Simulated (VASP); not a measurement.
# HgTe (rocksalt type) (Fm-3m) in VASP: further runs

HgTe (rocksalt type) is run at these levels: LDA; tasks: density of states.

All numbers are computed with VASP 6.6.1; they aren't measurements. Logs are shortened: lines on timing, memory, paths and dates and some standing lists are left out, and cuts for length are marked.

## Step 1: The cell of the first run

Symmetry: Fm-3m, No. 225, cubic system. The conventional cell has a = 4.871 Å, b = 4.871 Å, c = 4.871 Å, α = 90.00°, β = 90.00°, γ = 90.00°. Within 3.2 Å of Hg (site symmetry m-3m) lie 6 Te at 2.44 Å. Te (site symmetry m-3m) has 6 Hg at 2.44 Å within 3.2 Å.

## Step 2: Density of states, LDA (volume scaled by 0.55)

Contents of POSCAR:

```
HgTe
1.0
    0.0000000000      2.4353354683      2.4353354683
    2.4353354683      0.0000000000      2.4353354683
    2.4353354683      2.4353354683      0.0000000000
Hg Te
1 1
Direct
    0.0000000000      0.0000000000      0.0000000000
    0.5000000000      0.5000000000      0.5000000000
```

Contents of INCAR.step1:

```
SYSTEM = HgTe
PREC     = Accurate       ! precision mode
ENCUT    = 520            ! plane-wave cutoff, eV
EDIFF    = 1E-7           ! SCF threshold, eV
ISMEAR   = -1             ! smearing method
SIGMA    = 0.05           ! smearing width, eV
LREAL    = .False.        ! projectors in reciprocal space
LASPH    = .True.         ! aspherical terms in the spheres
NELM     = 80             ! most SCF steps
ALGO     = Normal         ! electronic algorithm
ISIF     = 2              ! what is computed and relaxed
LWAVE    = .False.        ! write WAVECAR
LCHARG   = .True.         ! write CHGCAR
GGA      = CA             ! functional
NBANDS   = 16             ! bands
```

Contents of KPOINTS.step1:

```
Automatic mesh
0
Gamma
  12 12 12
  0 0 0
```

Contents of INCAR.step2:

```
SYSTEM = HgTe
PREC     = Accurate       ! precision mode
ENCUT    = 520            ! plane-wave cutoff, eV
EDIFF    = 1E-7           ! SCF threshold, eV
ISMEAR   = -5             ! smearing method
SIGMA    = 0.05           ! smearing width, eV
LREAL    = .False.        ! projectors in reciprocal space
LASPH    = .True.         ! aspherical terms in the spheres
NELM     = 80             ! most SCF steps
ALGO     = Normal         ! electronic algorithm
ISIF     = 2              ! what is computed and relaxed
LWAVE    = .False.        ! write WAVECAR
LCHARG   = .False.        ! write CHGCAR
GGA      = CA             ! functional
LORBIT   = 11             ! projections on sites
NBANDS   = 16             ! bands
NEDOS    = 1001           ! points of the DOS
ICHARG   = 11             ! starting density
```

Contents of KPOINTS.step2:

```
Automatic mesh
0
Gamma
  18 18 18
  0 0 0
```

Potentials or basis: VASP PAW LDA potentials, release 64 (Hg, Te).

Run with:

```
cat potpaw_LDA.64/Hg/POTCAR potpaw_LDA.64/Te/POTCAR > POTCAR
cp INCAR.step1 INCAR
cp KPOINTS.step1 KPOINTS
mpirun -np 1 vasp_std > vasp.out
cp INCAR.step2 INCAR
cp KPOINTS.step2 KPOINTS
mpirun -np 1 vasp_std > vasp.out
```

OUTCAR:

```text
SYSTEM = HgTe
   PREC = Accurate
   ENCUT = 520
   EDIFF = 1E-7
   ISMEAR = -5
   LREAL = .False.
   LASPH = .True.
   NELM = 80
   ISIF = 2
   GGA = CA
   LORBIT = 11
   ICHARG = 11

 ion  position               nearest neighbor table
   1  0.000  0.000  0.000-   2 2.44   2 2.44   2 2.44   2 2.44   2 2.44   2 2.44
   2  0.500  0.500  0.500-   1 2.44   1 2.44   1 2.44   1 2.44   1 2.44   1 2.44

  LATTYP: Found a face centered cubic cell.
 ALAT       =     4.8706709366

  Lattice vectors:

 A1 = (   0.0000000000,   2.4353354683,   2.4353354683)
 A2 = (   2.4353354683,   0.0000000000,   2.4353354683)
 A3 = (   2.4353354683,   2.4353354683,   0.0000000000)

Analysis of symmetry for initial positions (statically):
=====================================================================
 Subroutine PRICEL returns:
 Original cell was already a primitive cell.

 Routine SETGRP: Setting up the symmetry group for a
 face centered cubic supercell.

 Subroutine GETGRP returns: Found 48 space group operations
 (whereof 48 operations were pure point group operations)
 out of a pool of 48 trial point group operations.

The static configuration has the point symmetry O_h .

Analysis of symmetry for dynamics (positions and initial velocities):
=====================================================================
 Subroutine PRICEL returns:
 Original cell was already a primitive cell.

 Routine SETGRP: Setting up the symmetry group for a
 face centered cubic supercell.

 Subroutine GETGRP returns: Found 48 space group operations
 (whereof 48 operations were pure point group operations)
 out of a pool of 48 trial point group operations.

The dynamic configuration has the point symmetry O_h .

 Subroutine INISYM returns: Found 48 space group operations
 (whereof 48 operations are pure point group operations),
 and found     1 'primitive' translations

----------------------------------------------------------------------------------------

                                     Primitive cell

  volume of cell :      28.8873

  direct lattice vectors                    reciprocal lattice vectors
     0.000000000  2.435335468  2.435335468    -0.205310524  0.205310524  0.205310524
     2.435335468  0.000000000  2.435335468     0.205310524 -0.205310524  0.205310524
     2.435335468  2.435335468  0.000000000     0.205310524  0.205310524 -0.205310524

  length of vectors
     3.444084448  3.444084448  3.444084448     0.355608258  0.355608258  0.355608258

[... 89 lines left out ...]
   ISYM   =      2    0-nonsym 1-usesym 2-fastsym
   POTIM  = 0.5000    time-step for ionic-motion
   TEBEG  =    0.0;   TEEND  =   0.0 temperature during run
   PSTRESS=    0.0 pullay stress
   NELECT =      18.0000    total number of electrons
   NUPDOWN=      -1.0000    fix difference up-down
   EMIN   =  10.00;   EMAX   =-10.00  energy-range for DOS
   EFERMI =   0.00;   METHOD = LEGACY
   ISMEAR =    -5;   SIGMA  =   0.05  broadening in eV -4-tet -1-fermi 0-gaus
   EFERMI_NEDOS =   21; number of points for ismear=-14 and -15
   IALGO  =     38    algorithm
   IMIX   =      4    mixing-type and parameters
     AMIX     =   0.40;   BMIX     =  1.00
     AMIX_MAG =   1.60;   BMIX_MAG =  1.00
  volume/ion in A,a.u.               =      14.44        97.47
  Fermi-wavevector in a.u.,A,eV,Ry     =   1.398289  2.642383 26.602268  1.955212
  Thomas-Fermi vector in A             =   2.521461
   LORBIT       =     11    0 simple, 1 ext, 2 COOP (PROOUT), +10 PAW based schemes
   GGA     = CA    functional components
   LHFCALC =     F    Hartree Fock is set to
   AEXX    =    0.0000 exact exchange contribution
   IVDW    =     0    specifies the selected vdW correction
   LEPSILON=     F    determine dielectric tensor
   LRPA    =     F    only Hartree local field effects (RPA)
 non-spin polarized calculation
 Fermi weights with tetrahedron method with Bloechl corrections
  energy-cutoff  :      520.00
  volume of cell :       28.89
 maximum number of plane-waves:       792
 NGX is ok and might be reduce to    28

 number of electron      18.0000002 magnetization

 Free energy of the ion-electron system (eV)
  ---------------------------------------------------
  ext. energy  EPLUGINS =         0.00000000
  ---------------------------------------------------
  free energy    TOTEN  =         2.83702795 eV

  energy without entropy =        2.83702795  energy(sigma->0) =        2.83702795

 E-fermi :  15.5649     XC(G=0): -13.5639

 val. band max:       15.7557584029   @ k =   0.3333   0.0000   0.0000
 cond. band min:      15.4650672744   @ k =  -0.3889   0.3889   0.0000
 fundamental gap:     -0.2906911286
 Fermi energy:        15.5648970574

 k-point     1 :       0.0000    0.0000    0.0000
  band No.  band energies     occupation
      1      -4.4592      2.00000
      2       3.9519      2.00000
      3       3.9519      2.00000
      4       3.9519      2.00000
      5       4.0787      2.00000
      6       4.0787      2.00000
[... 433 lines left out ...]
      3       3.2291      2.00000
      4       3.4671      2.00000
      5       4.2650      2.00000
      6       4.4056      2.00000
[... 8 lines left out ...]
     15      24.5734      0.00000
     16      26.3803      0.00000

 [... further k-points ...]

------------------------ aborting loop because EDIFF is reached ----------------------------------------

  FORCE on cell =-STRESS in cart. coord.  units (eV):
  Direction    XX          YY          ZZ          XY          YZ          ZX
  --------------------------------------------------------------------------------------
  -------------------------------------------------------------------------------------
  Total       34.3112976     34.3112976     34.3112976      0.0000000      0.0000000     -0.0000000
  in kB     1903.0112177   1903.0112177   1903.0112177      0.0000000      0.0000000     -0.0000000
  external PRESSURE =    1903.0112177 kB  Pullay stress =       0.0000000 kB

 VOLUME and BASIS-vectors are now :
 -----------------------------------------------------------------------------
  energy-cutoff  :      520.00
  volume of cell :       28.89
      direct lattice vectors                 reciprocal lattice vectors
     0.000000000  2.435335468  2.435335468    -0.205310524  0.205310524  0.205310524
     2.435335468  0.000000000  2.435335468     0.205310524 -0.205310524  0.205310524
     2.435335468  2.435335468  0.000000000     0.205310524  0.205310524 -0.205310524

 POSITION                                       TOTAL-FORCE (eV/Angst)
 -----------------------------------------------------------------------------------
      0.00000      0.00000      0.00000         0.000000      0.000000      0.000000
      2.43534      2.43534      2.43534        -0.000000     -0.000000     -0.000000
 -----------------------------------------------------------------------------------
    total drift:                               -0.000000      0.000000      0.000000

  FREE ENERGIE OF THE ION-ELECTRON SYSTEM (eV)
  ---------------------------------------------------
  free  energy   TOTEN  =         2.8370279467 eV

  energy  without entropy=        2.8370279467  energy(sigma->0) =        2.83702795

 total charge

# of ion       s       p       d       tot
------------------------------------------
    1        1.027   1.140   9.524  11.692
    2        1.437   2.341   0.277   4.055
--------------------------------------------------
tot          2.464   3.481   9.802  15.746
```

OSZICAR.step1:

```text
N       E                     dE             d eps       ncg     rms          rms(c)
DAV:   1     0.125424837945E+03    0.12542E+03   -0.92847E+03  2360   0.110E+03
DAV:   2     0.527847235040E+01   -0.12015E+03   -0.11434E+03  2776   0.273E+02
DAV:   3     0.223549252731E+01   -0.30430E+01   -0.30315E+01  2960   0.435E+01
DAV:   4     0.222087037721E+01   -0.14622E-01   -0.14621E-01  2888   0.328E+00
DAV:   5     0.222072224872E+01   -0.14813E-03   -0.14813E-03  3000   0.322E-01    0.390E+01
DAV:   6     0.272335285408E+01    0.50263E+00   -0.54127E-01  2744   0.116E+01    0.249E+01
DAV:   7     0.283407719285E+01    0.11072E+00   -0.28381E-01  2744   0.450E+00    0.237E+00
DAV:   8     0.284212005156E+01    0.80429E-02   -0.42941E-02  2520   0.284E+00    0.170E+00
DAV:   9     0.284272405790E+01    0.60401E-03   -0.64129E-03  2768   0.575E-01    0.377E-01
DAV:  10     0.284282371601E+01    0.99658E-04   -0.29073E-04  2816   0.196E-01    0.115E-01
DAV:  11     0.284282858378E+01    0.48678E-05   -0.21366E-05  2920   0.293E-02    0.219E-02
DAV:  12     0.284282780002E+01   -0.78376E-06   -0.12951E-06  2896   0.153E-02    0.137E-02
DAV:  13     0.284282786554E+01    0.65520E-07   -0.20021E-07  2400   0.612E-03
   1 F= 0.28428279E+01 E0= 0.28466086E+01  d E =-.756154E-02
```

Run time: 44 s. Hardware: 1 thread of Intel Xeon 6975P-C (Granite Rapids), shared host; peak memory 0.21 GiB.

What came out:

| Item | Value |
| --- | --- |
| Valence electrons inside the program's atomic spheres | Hg 11.69; Te 4.05 |

Levels at points of the mesh, in eV from the Fermi level:
```tsv
k point	band 5	band 6	band 7	band 8	band 9	band 10	band 11	band 12	band 13	band 14
(0.00, 0.00, 0.00)	-11.49	-11.49	-2.27	-2.27	-2.27	4.18	4.37	8.21	8.21	8.21
(0.50, 0.00, 0.00)	-10.81	-10.81	-9.48	1.02	1.53	1.53	2.31	2.31	6.57	11.93
(0.50, 0.50, 0.00)	-10.40	-10.40	-7.94	-6.37	-6.37	-2.73	3.74	11.52	12.61	12.75
```

Caveat: the cell differs from its parent crystal (volume scaled by 0.55); spin-orbit coupling is left out, which moves the levels of the heavy elements; tetrahedron occupations give inexact forces and stress in metals.

## Step 3: Density of states, LDA (volume scaled by 0.64)

Contents of POSCAR:

```
HgTe
1.0
    0.0000000000      2.5615208114      2.5615208114
    2.5615208114      0.0000000000      2.5615208114
    2.5615208114      2.5615208114      0.0000000000
Hg Te
1 1
Direct
    0.0000000000      0.0000000000      0.0000000000
    0.5000000000      0.5000000000      0.5000000000
```

Contents of INCAR.step1:

```
ALGO = Normal ; EDIFF = 1E-6
ENCUT = 520 ; ISIF = 2
ISMEAR = -1 ; LASPH = T
LCHARG = T ; LREAL = F
LWAVE = F ; NBANDS = 16
NELM = 80 ; PREC = Accurate
SIGMA = 0.05
```

Contents of KPOINTS.step1:

```
k-points
0
Gamma
  12 12 12
```

Contents of INCAR.step2:

```
ALGO = Normal ; EDIFF = 1E-6
ENCUT = 520 ; ICHARG = 11
ISIF = 2 ; ISMEAR = -5
LASPH = T ; LCHARG = F
LORBIT = 11 ; LREAL = F
LWAVE = F ; NEDOS = 1001
NELM = 80 ; PREC = Accurate
SIGMA = 0.05
```

Contents of KPOINTS.step2:

```
k-points
0
Gamma
  18 18 18
```

Potentials or basis: VASP PAW LDA potentials, release 64 (Hg, Te).

Run with:

```
cat potpaw_LDA.64/Hg/POTCAR potpaw_LDA.64/Te/POTCAR > POTCAR
cp INCAR.step1 INCAR
cp KPOINTS.step1 KPOINTS
mpirun -np 1 vasp_std > vasp.out
cp INCAR.step2 INCAR
cp KPOINTS.step2 KPOINTS
mpirun -np 1 vasp_std > vasp.out
```

Wall time 40 s (1 thread of Intel Xeon 6975P-C (Granite Rapids), shared host); peak memory 0.22 GiB.

Results (log left out):

```yaml
Valence_electrons_inside_the_program's_atomic_spheres: Hg 11.24; Te 3.78
```

Levels at points of the mesh, in eV from the Fermi level:
| k point | band 6 | band 7 | band 8 | band 9 | band 10 | band 11 | band 12 | band 13 |
| --- | --- | --- | --- | --- | --- | --- | --- | --- |
| (0.00, 0.00, 0.00) | -9.97 | -1.82 | -1.82 | -1.82 | 2.60 | 5.59 | 8.03 | 8.03 |
| (0.50, 0.00, 0.00) | -9.39 | -8.29 | 1.14 | 1.14 | 1.56 | 2.79 | 2.79 | 6.16 |
| (0.50, 0.50, 0.00) | -9.00 | -7.17 | -5.18 | -5.18 | -3.07 | 4.00 | 12.05 | 12.19 |

Caveat: the cell differs from its parent crystal (volume scaled by 0.64); spin-orbit coupling is left out, which moves the levels of the heavy elements; tetrahedron occupations give inexact forces and stress in metals.

## Step 4: Density of states, LDA

This run uses another cell than the first one, of 26.26 Å³/atom, 1.818 times its volume.

Contents of POSCAR:

```
HgTe
1.0
    0.0000000000      2.9723815988      2.9723815988
    2.9723815988      0.0000000000      2.9723815988
    2.9723815988      2.9723815988      0.0000000000
Hg Te
1 1
Direct
    0.0000000000      0.0000000000      0.0000000000
    0.5000000000      0.5000000000      0.5000000000
```

Contents of INCAR.step1:

```
SYSTEM = HgTe
ALGO = Normal
EDIFF = 1E-6
ENCUT = 520
ISIF = 2
ISMEAR = -1
LASPH = .TRUE.
LCHARG = .TRUE.
LREAL = .FALSE.
LWAVE = .FALSE.
NBANDS = 16
NELM = 60
PREC = Accurate
SIGMA = 0.05
```

Contents of KPOINTS.step1:

```
k-points
0
G
  12 12 12
  0 0 0
```

Contents of INCAR.step2:

```
SYSTEM = HgTe
ALGO = Normal
EDIFF = 1E-6
ENCUT = 520
ICHARG = 11
ISIF = 2
ISMEAR = -5
LASPH = .TRUE.
LCHARG = .FALSE.
LORBIT = 10
LREAL = .FALSE.
LWAVE = .FALSE.
NBANDS = 16
NEDOS = 1001
NELM = 60
PREC = Accurate
SIGMA = 0.05
```

Contents of KPOINTS.step2:

```
k-points
0
G
  18 18 18
  0 0 0
```

Potentials or basis: VASP PAW LDA potentials, release 64 (Hg, Te).

Run with:

```
cat potpaw_LDA.64/Hg/POTCAR potpaw_LDA.64/Te/POTCAR > POTCAR
cp INCAR.step1 INCAR
cp KPOINTS.step1 KPOINTS
mpirun -np 1 vasp_std > vasp.out
cp INCAR.step2 INCAR
cp KPOINTS.step2 KPOINTS
mpirun -np 1 vasp_std > vasp.out
```

OUTCAR:

```text
SYSTEM = HgTe
   EDIFF = 1E-6
   ENCUT = 520
   ICHARG = 11
   ISIF = 2
   ISMEAR = -5
   LASPH = .TRUE.
   LORBIT = 10
   LREAL = .FALSE.
   NELM = 60
   PREC = Accurate

 ion  position               nearest neighbor table
   1  0.000  0.000  0.000-   2 2.97   2 2.97   2 2.97   2 2.97   2 2.97   2 2.97
   2  0.500  0.500  0.500-   1 2.97   1 2.97   1 2.97   1 2.97   1 2.97   1 2.97

  LATTYP: Found a face centered cubic cell.
 ALAT       =     5.9447631976

  Lattice vectors:

 A1 = (   0.0000000000,   2.9723815988,   2.9723815988)
 A2 = (   2.9723815988,   0.0000000000,   2.9723815988)
 A3 = (   2.9723815988,   2.9723815988,   0.0000000000)

Analysis of symmetry for initial positions (statically):
=====================================================================
 Subroutine PRICEL returns:
 Original cell was already a primitive cell.

 Routine SETGRP: Setting up the symmetry group for a
 face centered cubic supercell.

 Subroutine GETGRP returns: Found 48 space group operations
 (whereof 48 operations were pure point group operations)
 out of a pool of 48 trial point group operations.

[... 172 lines left out ...]
      1      -7.5098      2.00000
      2      -1.8950      2.00000
      3      -1.8950      2.00000
      4      -1.8280      2.00000
      5      -1.8280      2.00000
      6      -1.8280      2.00000
[... 433 lines left out ...]
      3      -2.0900      2.00000
      4      -1.9329      2.00000
      5      -1.7455      2.00000
      6      -1.7196      2.00000
[... 8 lines left out ...]
     15      13.6063      0.00000
     16      14.5680      0.00000

 [... further k-points ...]

------------------------ aborting loop because EDIFF is reached ----------------------------------------

  FORCE on cell =-STRESS in cart. coord.  units (eV):
  Direction    XX          YY          ZZ          XY          YZ          ZX
  --------------------------------------------------------------------------------------
  -------------------------------------------------------------------------------------
  Total        0.1221609      0.1221609      0.1221609      0.0000000     -0.0000000      0.0000000
  in kB        3.7264816      3.7264816      3.7264816      0.0000000     -0.0000000      0.0000000
  external PRESSURE =       3.7264816 kB  Pullay stress =       0.0000000 kB

 VOLUME and BASIS-vectors are now :
 -----------------------------------------------------------------------------
  energy-cutoff  :      520.00
  volume of cell :       52.52
      direct lattice vectors                 reciprocal lattice vectors
     0.000000000  2.972381599  2.972381599    -0.168215279  0.168215279  0.168215279
     2.972381599  0.000000000  2.972381599     0.168215279 -0.168215279  0.168215279
     2.972381599  2.972381599  0.000000000     0.168215279  0.168215279 -0.168215279

 POSITION                                       TOTAL-FORCE (eV/Angst)
 -----------------------------------------------------------------------------------
      0.00000      0.00000      0.00000        -0.000000     -0.000000      0.000000
      2.97238      2.97238      2.97238         0.000000      0.000000     -0.000000
 -----------------------------------------------------------------------------------
    total drift:                                0.000000     -0.000000     -0.000000

  FREE ENERGIE OF THE ION-ELECTRON SYSTEM (eV)
  ---------------------------------------------------
  free  energy   TOTEN  =        -4.9135972691 eV

  energy  without entropy=       -4.9135972691  energy(sigma->0) =       -4.91359727

 total charge

# of ion       s       p       d       tot
------------------------------------------
    1        0.792   0.369   9.333  10.495
    2        1.407   1.901   0.044   3.352
--------------------------------------------------
tot          2.199   2.271   9.378  13.847
```

Run time: 44 s. Hardware: 1 thread of Intel Xeon 6975P-C (Granite Rapids), shared host; peak memory 0.28 GiB.

Results:

* Valence electrons inside the program's atomic spheres: Hg 10.49; Te 3.35

Caveat: spin-orbit coupling is left out, which moves the levels of the heavy elements; tetrahedron occupations give inexact forces and stress in metals.
